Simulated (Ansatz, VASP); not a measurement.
# Two plane-wave programs on ZnO

POSCAR

```
ZnO
1.0
    3.2309097002      0.0000000000      0.0000000000
   -1.6154548501      2.7980498777      0.0000000000
    0.0000000000      0.0000000000      5.2156080707
Zn O
2 2
Direct
    0.3333333333      0.6666666667     -0.0590000000
    0.6666666667      0.3333333333      0.4410000000
    0.3333333333      0.6666666667      0.4410000000
    0.6666666667      0.3333333333      0.9410000000
```

INCAR.step1

```
SYSTEM = ZnO
PREC = Accurate
ENCUT = 520
ISMEAR = 0
SIGMA = 0.01
LREAL = .FALSE.
LASPH = .TRUE.
NELM = 80
NBANDS = 26
GGA = PE
ALGO = Normal
EDIFF = 1E-4
LWAVE = .TRUE.
LCHARG = .FALSE.
```

File INCAR.step2:

```
SYSTEM = ZnO
PREC = Accurate
ENCUT = 520
EDIFF = 1E-6
ISMEAR = 0
SIGMA = 0.01
LREAL = .FALSE.
LASPH = .TRUE.
NELM = 80
ALGO = Normal
ISIF = 2
LWAVE = .FALSE.
LCHARG = .FALSE.
METAGGA = R2SCAN
LMIXTAU = .TRUE.
NBANDS = 26
ISTART = 1
```

Contents of KPOINTS:

```
Automatic mesh
0
G
  9 9 6
  0 0 0
```

Input for Ansatz:

```yaml
crystal:
  lattice:
    - [3.2309097002, 0.0, 0.0]
    - [-1.6154548501, 2.7980498777, 0.0]
    - [0.0, 0.0, 5.2156080707]
  atoms:
    - { symbol: Zn, position: [0.3333333333, 0.6666666667, -0.059] }
    - { symbol: Zn, position: [0.6666666667, 0.3333333333, 0.441] }
    - { symbol: O, position: [0.3333333333, 0.6666666667, 0.441] }
    - { symbol: O, position: [0.6666666667, 0.3333333333, 0.941] }
basis:
  ecutwfc: 500
  xc_grid: 2
kpoints:
  mp_grid: { grid: [9, 9, 6] }
hamiltonian:
  xc: r2scan
  pseudopotentials: { kind: paw, azcp: { folder: soft_1 } }
scf:
  occupations: { method: fixed }
output:
  forces: true
  stress: true
  eigenvalues: true
  polarization: {}
```

Change from the starting cell: polar distortion scaled by 0.00.

Alike in both runs: task single point; functional r2SCAN; k mesh 9 × 9 × 6; no spin polarisation.

|  | VASP | Ansatz |
| --- | --- | --- |
| version | VASP 6.6.1 | Ansatz 0.2.0 |
| potentials or method | VASP PAW PBE potentials, release 64 (Zn, O), cutoff 520 eV | scalar-relativistic, plane waves, PAW |
| occupations | gaussian, width 0.01 eV | fixed |
| valence electrons in the cell | 36 | 36 |

VASP gave:

```
gap on the k mesh at the Fermi level (eV)                     : 1.32
least direct gap on the mesh (eV)                             : 1.32
pressure (GPa)                                                : 9.4
traceless stress, the component that is largest in VASP (GPa) : -13.53
```

Which values does Ansatz return?

gap on the k mesh at the Fermi level (eV): 1.30; least direct gap on the mesh (eV): 1.30; pressure (GPa): 7.8; traceless stress, the component that is largest in VASP (GPa): -12.19.

VASP's potentials were made for PBE, not for r2SCAN.
